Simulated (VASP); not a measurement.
# TaN (Pm) in VASP: single point with PBEsol

Aim: the single point of TaN with PBEsol.

Everything below comes from runs of VASP 6.6.1. Logs are shortened: lines on timing, memory, paths and dates and some standing lists are left out, and cuts for length are marked.

## 1. The cell of the first run

Symmetry: Pm, No. 6, monoclinic system. Conventional cell: a = 2.924 Å, b = 2.870 Å, c = 11.139 Å, α = 90.00°, β = 92.51°, γ = 90.00°. Within 3.1 Å of Ta (site symmetry m) lie 6 N at 2.22 to 3.09 Å and 6 Ta at 2.87 to 2.92 Å. Ta (site symmetry m) has 6 N at 2.22 Å and 6 Ta at 2.87 to 2.92 Å within 3.0 Å. Ta (site symmetry m) has 6 N at 2.22 Å and 8 Ta at 2.87 to 2.92 Å within 3.0 Å. Within 3.0 Å of Ta (site symmetry m) lie 6 N at 2.22 Å and 8 Ta at 2.87 to 2.92 Å. N (site symmetry m) has 6 Ta at 2.22 to 3.09 Å and 6 N at 2.87 to 2.92 Å within 3.1 Å. N (site symmetry m) has 6 Ta at 2.22 Å and 8 N at 2.87 to 2.92 Å within 3.0 Å. Within 3.0 Å of N (site symmetry m) lie 6 Ta at 2.22 Å and 8 N at 2.87 to 2.92 Å. N (site symmetry m) has 6 Ta at 2.22 Å and 6 N at 2.87 to 2.92 Å within 3.0 Å.

## 2. Single point, PBEsol

The input, INCAR:

```
SYSTEM = TaN
PREC = Accurate
ENCUT = 520
EDIFF = 1E-6
ISMEAR = 0
SIGMA = 0.15
LREAL = .False.
LASPH = .True.
NELM = 80
ALGO = Fast
ISIF = 2
LWAVE = .False.
LCHARG = .True.
GGA = PS
LELF = .True.
LVHAR = .True.
NBANDS = 42
```

The input, KPOINTS:

```
Automatic mesh
0
Gamma
  15 15 5
  0 0 0
```

The input, POSCAR:

```
TaN
1.0
    1.4619341542     -2.5321442324      0.0000000000
    0.0000000000      0.0000000000     -2.8704762697
    9.8812860216      5.1422644262      0.0000000000
Ta N
4 4
Direct
    0.3609481140      0.5000000000      0.8343113158
   -0.0252842296      0.5000000000      0.1517053775
    0.4367932183      0.5000000000      0.3792406903
   -0.1011293338      0.5000000000      0.6067760031
    0.4873566211      0.0000000000      0.0758602733
   -0.0505659310      0.0000000000      0.3033955861
    0.4115115169      0.0000000000      0.5309308988
   -0.1264110353      0.0000000000      0.7584662116
```

Potentials or basis: VASP PAW PBE potentials, release 64 (Ta_pv, N).

Launch:

```bash
cat potpaw_PBE.64/Ta_pv/POTCAR potpaw_PBE.64/N/POTCAR > POTCAR
mpirun -np 1 vasp_std > vasp.out
```

OUTCAR:

```text
SYSTEM = TaN
   PREC = Accurate
   ENCUT = 520
   EDIFF = 1E-6
   ISMEAR = 0
   LREAL = .False.
   LASPH = .True.
   NELM = 80
   ISIF = 2
   GGA = PS

 ion  position               nearest neighbor table
   1  0.361  0.500  0.834-   8 2.22   8 2.22   8 2.22   8 2.22   4 2.92   4 2.92
   2  0.975  0.500  0.152-   5 2.22   5 2.22   5 2.22   5 2.22   6 2.22   6 2.22   3 2.92   3 2.92

   3  0.437  0.500  0.379-   6 2.22   6 2.22   6 2.22   6 2.22   7 2.22   7 2.22   4 2.92   2 2.92
                             2 2.92   4 2.92
   4  0.899  0.500  0.607-   8 2.22   8 2.22   7 2.22   7 2.22   7 2.22   7 2.22   1 2.92   1 2.92
                             3 2.92   3 2.92
   5  0.487  0.000  0.076-   2 2.22   2 2.22   2 2.22   2 2.22
   6  0.949  0.000  0.303-   3 2.22   3 2.22   3 2.22   3 2.22   2 2.22   2 2.22
   7  0.412  0.000  0.531-   3 2.22   3 2.22   4 2.22   4 2.22   4 2.22   4 2.22
   8  0.874  0.000  0.758-   1 2.22   1 2.22   1 2.22   1 2.22   4 2.22   4 2.22

  LATTYP: Found a simple monoclinic cell.
 ALAT       =     2.9238683084
 B/A-ratio  =     0.9817392464
 C/A-ratio  =     3.8097616345
 COS(beta)  =    -0.0437472689

  Lattice vectors:

 A1 = (   1.4619341542,  -2.5321442324,   0.0000000000)
 A2 = (   0.0000000000,   0.0000000000,   2.8704762697)
 A3 = (  -9.8812860216,  -5.1422644262,   0.0000000000)

Analysis of symmetry for initial positions (statically):
=====================================================================
 Subroutine PRICEL returns:
 Original cell was already a primitive cell.

 Routine SETGRP: Setting up the symmetry group for a
 simple monoclinic supercell.

 Subroutine GETGRP returns: Found  2 space group operations
 (whereof  2 operations were pure point group operations)
 out of a pool of  4 trial point group operations.

The static configuration has the point symmetry C_1h.

Analysis of symmetry for dynamics (positions and initial velocities):
=====================================================================
 Subroutine PRICEL returns:
 Original cell was already a primitive cell.

 Routine SETGRP: Setting up the symmetry group for a
 simple monoclinic supercell.

 Subroutine GETGRP returns: Found  2 space group operations
 (whereof  2 operations were pure point group operations)
 out of a pool of  4 trial point group operations.

The dynamic configuration has the point symmetry C_1h.

 Subroutine INISYM returns: Found  2 space group operations
 (whereof  2 operations are pure point group operations),
 and found     1 'primitive' translations

----------------------------------------------------------------------------------------

                                     Primitive cell

  volume of cell :      93.4010

  direct lattice vectors                    reciprocal lattice vectors
     1.461934154 -2.532144232  0.000000000     0.158036341 -0.303679888  0.000000000
     0.000000000  0.000000000 -2.870476270     0.000000000  0.000000000 -0.348374244
     9.881286022  5.142264426  0.000000000     0.077819959  0.044929374  0.000000000

  length of vectors
     2.923868308  2.870476270 11.139241306     0.342340414  0.348374244  0.089858749

  position of ions in fractional coordinates (direct lattice)
     0.360948114  0.500000000  0.834311316
     0.974715770  0.500000000  0.151705378
     0.436793218  0.500000000  0.379240690
     0.898870666  0.500000000  0.606776003
     0.487356621  0.000000000  0.075860273
     0.949434069  0.000000000  0.303395586
     0.411511517  0.000000000  0.530930899
     0.873588965  0.000000000  0.758466212

  ion indices of the primitive-cell ions
   primitive index   ion index
                 1           1
                 2           2
                 3           3
                 4           4
                 5           5
                 6           6
                 7           7
                 8           8

----------------------------------------------------------------------------------------

 KPOINTS: Automatic mesh

Automatic generation of k-mesh.
 Grid dimensions read from file:
 generate k-points for:   15   15    5

 Generating k-lattice:

  Cartesian coordinates                     Fractional coordinates (reciprocal lattice)
     0.010535756 -0.020245326  0.000000000     0.066666667  0.000000000  0.000000000
     0.000000000  0.000000000 -0.023224950     0.000000000  0.066666667  0.000000000
     0.015563992  0.008985875  0.000000000     0.000000000  0.000000000  0.200000000

  Length of vectors
     0.022822694  0.023224950  0.017971750

  Shift w.r.t. Gamma in fractional coordinates (k-lattice)
     0.000000000  0.000000000  0.000000000

 Subroutine IBZKPT returns following result:
 ===========================================

 Found    304 irreducible k-points:

 Following reciprocal coordinates:
            Coordinates               Weight
  0.000000  0.000000  0.000000      1.000000
  0.066667  0.000000 -0.000000      2.000000
  0.133333  0.000000 -0.000000      2.000000
  0.200000  0.000000 -0.000000      2.000000
  0.266667  0.000000 -0.000000      2.000000
  0.333333  0.000000 -0.000000      2.000000
[... 16 lines left out ...]
  0.400000  0.133333 -0.000000      4.000000
  0.466667  0.133333 -0.000000      4.000000
 [... further k-points ...]
   k-points           NKPTS =    304   k-points in BZ     NKDIM =    304   number of bands    NBANDS=     42
   number of dos      NEDOS =    301   number of ions     NIONS =      8
   total plane-waves  NPLWV =  48384
   dimension x,y,z NGX =    24 NGY =   24 NGZ =   84
   dimension x,y,z NGXF=    48 NGYF=   48 NGZF=  168
   ions per type =               4   4
   NGX,Y,Z   is equivalent  to a cutoff of  13.65, 13.90, 12.54 a.u.
   NGXF,Y,Z  is equivalent  to a cutoff of  27.29, 27.80, 25.07 a.u.
 SYSTEM =  TaN
   PREC   = accura    normal or accurate (medium, high low for compatibility)
   ISTART =      0    job   : 0-new  1-cont  2-samecut
   ICHARG =      2    charge: 1-file 2-atom 10-const
   ISPIN  =      1    spin polarized calculation?
   LNONCOLLINEAR =      F non collinear calculations
   LSORBIT =      F    spin-orbit coupling
   LASPH  =      T    aspherical Exc in radial PAW
   ENCUT  =  520.0 eV  38.22 Ry    6.18 a.u.   5.44  5.34 20.71*2*pi/ulx,y,z
   NELM   =     80;   NELMIN=  2; NELMDL= -5     # of ELM steps
   EDIFF  = 0.1E-05   stopping-criterion for ELM
   LREAL  =      F    real-space projection
   EDIFFG = 0.1E-04   stopping-criterion for IOM
   NSW    =      0    number of steps for IOM
   IBRION =     -1    ionic relax: 0-MD 1-quasi-New 2-CG
   NFREE  =      0    steps in history (QN), initial steepest desc. (CG)
   ISIF   =      2    stress and relaxation
   ISYM   =      2    0-nonsym 1-usesym 2-fastsym
   POTIM  = 0.5000    time-step for ionic-motion
   TEBEG  =    0.0;   TEEND  =   0.0 temperature during run
   PSTRESS=    0.0 pullay stress
   NELECT =      64.0000    total number of electrons
   NUPDOWN=      -1.0000    fix difference up-down
   EMIN   =  10.00;   EMAX   =-10.00  energy-range for DOS
   EFERMI =   0.00;   METHOD = LEGACY
   ISMEAR =     0;   SIGMA  =   0.15  broadening in eV -4-tet -1-fermi 0-gaus
   EFERMI_NEDOS =   21; number of points for ismear=-14 and -15
   IALGO  =     68    algorithm
   IMIX   =      4    mixing-type and parameters
     AMIX     =   0.40;   BMIX     =  1.00
     AMIX_MAG =   1.60;   BMIX_MAG =  1.00
  volume/ion in A,a.u.               =      11.68        78.79
  Fermi-wavevector in a.u.,A,eV,Ry     =   1.443281  2.727406 28.341769  2.083061
  Thomas-Fermi vector in A             =   2.561707
   LORBIT       =      0    0 simple, 1 ext, 2 COOP (PROOUT), +10 PAW based schemes
   GGA     = PS    functional components
   LHFCALC =     F    Hartree Fock is set to
   AEXX    =    0.0000 exact exchange contribution
   IVDW    =     0    specifies the selected vdW correction
   LEPSILON=     F    determine dielectric tensor
   LRPA    =     F    only Hartree local field effects (RPA)
 non-spin polarized calculation
 RMM-DIIS sequential band-by-band and
 Gauss-broadening in eV      SIGMA  =   0.15
  energy-cutoff  :      520.00
  volume of cell :       93.40
 maximum number of plane-waves:      2546
 NGX is ok and might be reduce to    24
   NGX = 11   NGY = 11   NGZ = 41

 number of electron      63.9999995 magnetization

 Free energy of the ion-electron system (eV)
  ---------------------------------------------------
  ext. energy  EPLUGINS =         0.00000000
  ---------------------------------------------------
  free energy    TOTEN  =       -92.50657599 eV

  energy without entropy =      -92.48225595  energy(sigma->0) =      -92.49441597

 E-fermi :   7.2794     XC(G=0): -12.9588

 val. band max:        7.2728265660   @ k =   0.3333   0.4000   0.2000
 cond. band min:       7.2801660256   @ k =   0.1333   0.4000   0.4000
 fundamental gap:      0.0073394596
 Fermi energy:         7.2794491388

 k-point     1 :       0.0000    0.0000    0.0000
  band No.  band energies     occupation
      1     -28.3465      2.00000
      2     -28.1180      2.00000
      3     -27.7990      2.00000
      4     -27.6637      2.00000
      5     -27.6161      2.00000
      6     -27.5747      2.00000
[... 34 lines left out ...]
     41      11.3472      0.00000
     42      11.9817      0.00000

 k-point     2 :       0.0667    0.0000   -0.0000
  band No.  band energies     occupation
      1     -28.3355      2.00000
      2     -28.1159      2.00000
      3     -27.8122      2.00000
      4     -27.6598      2.00000
      5     -27.6386      2.00000
      6     -27.5718      2.00000
[... 34 lines left out ...]
     41      11.0262      0.00000
     42      11.4783      0.00000

 k-point     3 :       0.1333    0.0000   -0.0000
  band No.  band energies     occupation
      1     -28.3043      2.00000
      2     -28.1129      2.00000
      3     -27.8625      2.00000
      4     -27.6930      2.00000
      5     -27.6484      2.00000
      6     -27.6294      2.00000
[... 897 lines left out ...]
      4     -28.0434      2.00000
      5     -27.9102      2.00000
      6     -27.7941      2.00000
[... 34 lines left out ...]
     41      10.9229      0.00000
     42      11.3179      0.00000

 k-point    24 :       0.4667    0.1333   -0.0000
  band No.  band energies     occupation
      1     -28.3890      2.00000
      2     -28.3575      2.00000
      3     -28.1926      2.00000
      4     -28.0938      2.00000
      5     -27.8625      2.00000
      6     -27.8149      2.00000
[... 34 lines left out ...]
     41      11.0982      0.00000
     42      11.8712      0.00000

 [... further k-points ...]

------------------------ aborting loop because EDIFF is reached ----------------------------------------

  FORCE on cell =-STRESS in cart. coord.  units (eV):
  Direction    XX          YY          ZZ          XY          YZ          ZX
  --------------------------------------------------------------------------------------
  -------------------------------------------------------------------------------------
  Total       -7.8183826     -4.2388029     -2.7052511     -0.5720574      0.0000000      0.0000000
  in kB     -134.1146120    -72.7113836    -46.4052127     -9.8129317      0.0000000      0.0000000
  external PRESSURE =     -84.4104028 kB  Pullay stress =       0.0000000 kB

 VOLUME and BASIS-vectors are now :
 -----------------------------------------------------------------------------
  energy-cutoff  :      520.00
  volume of cell :       93.40
      direct lattice vectors                 reciprocal lattice vectors
     1.461934154 -2.532144232  0.000000000     0.158036341 -0.303679888  0.000000000
     0.000000000  0.000000000 -2.870476270     0.000000000  0.000000000 -0.348374244
     9.881286022  5.142264426  0.000000000     0.077819959  0.044929374  0.000000000

 POSITION                                       TOTAL-FORCE (eV/Angst)
 -----------------------------------------------------------------------------------
      8.77175      3.37628     -1.43524         1.306736      0.304962      0.000000
      2.92401     -1.68801     -1.43524        -2.384547     -1.342781      0.000000
      4.38595      0.84413     -1.43524        -0.110247     -0.038750      0.000000
      7.30982      0.84413     -1.43524         0.325623      0.248177      0.000000
      1.46208     -0.84396      0.00000         0.543949      0.814756      0.000000
      4.38595     -0.84396      0.00000        -0.105640     -0.065199      0.000000
      5.84788      1.68818      0.00000         0.068419      0.035464      0.000000
      8.77175      1.68818      0.00000         0.355707      0.043371      0.000000
 -----------------------------------------------------------------------------------
    total drift:                               -0.000767      0.000127      0.000000

  FREE ENERGIE OF THE ION-ELECTRON SYSTEM (eV)
  ---------------------------------------------------
  free  energy   TOTEN  =       -92.5065759945 eV

  energy  without entropy=      -92.4822559474  energy(sigma->0) =      -92.49441597
```

Run time: 24 min. Hardware: 1 thread of Oxide Virtual Turin-like, shared host; peak memory 0.84 GiB.

What came out:

```yaml
Free_energy: -92.5066 eV
Pressure: -8.4 GPa
Largest_force: 2.737 eV/Å
Band_gap_on_the_k_mesh: zero (bands 32 and 33 overlap by 0.81 eV)
```

Forces on the atoms (eV/Å):
```
Ta   1.307  0.305  0.000
Ta  -2.385 -1.343  0.000
Ta  -0.110 -0.039  0.000
Ta   0.326  0.248  0.000
N    0.544  0.815  0.000
N   -0.106 -0.065  0.000
N    0.068  0.035  0.000
N    0.356  0.043  0.000
```

Caveat: the cell stands under tension; the PAW data sets were made with another functional, which shifts forces and pressure a little; spin-orbit coupling is left out, which moves the levels of the heavy elements.
